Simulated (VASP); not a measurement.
Cr: single point with PBE

Cr:

```
CELL_PARAMETERS angstrom
2.30761 0.00000 0.00000
0.00000 2.30761 0.00000
0.00000 0.00000 2.30761
ATOMIC_POSITIONS crystal
Cr 0.00000 0.00000 0.00000
```

| Item | Value |
| --- | --- |
| Program | VASP 6.6.1 |
| Task | single point |
| Functional | PBE |
| Potentials or basis | VASP PAW PBE potentials, release 64 (Cr_pv) |
| Cutoff | 500 eV |
| k mesh | 23 × 23 × 23 |
| Occupations | fermi-dirac, width 0.0612256 eV |
| Spin | no spin polarisation |
| Dipole correction | no |
| Further INCAR settings | ALGO = Normal; EDIFF = 1e-06; NBANDS = 12 |

```json
{
 "Pressure": "8.4 GPa",
 "Band gap on the k mesh": "zero (band 6 reaches 11.28 eV, above the bottom of band 7 at 9.51 eV)"
}
```

Levels at points of the mesh, in eV from the Fermi level:
| k point | band 3 | band 4 | band 5 | band 6 | band 7 | band 8 | band 9 | band 10 |
| --- | --- | --- | --- | --- | --- | --- | --- | --- |
| (0.00, 0.00, 0.00) | -42.48 | -7.50 | -3.35 | -3.35 | 2.60 | 2.60 | 2.60 | 7.56 |

Wall time 24 s on 1 thread of AMD EPYC 7R13 Processor (Zen 3) (shared host), peak memory 0.12 GiB.

Caveat: the run has no spin polarisation, though such a crystal can be magnetic. Spin polarisation is off, so any magnetic state and its effect on volume and gap are missing.
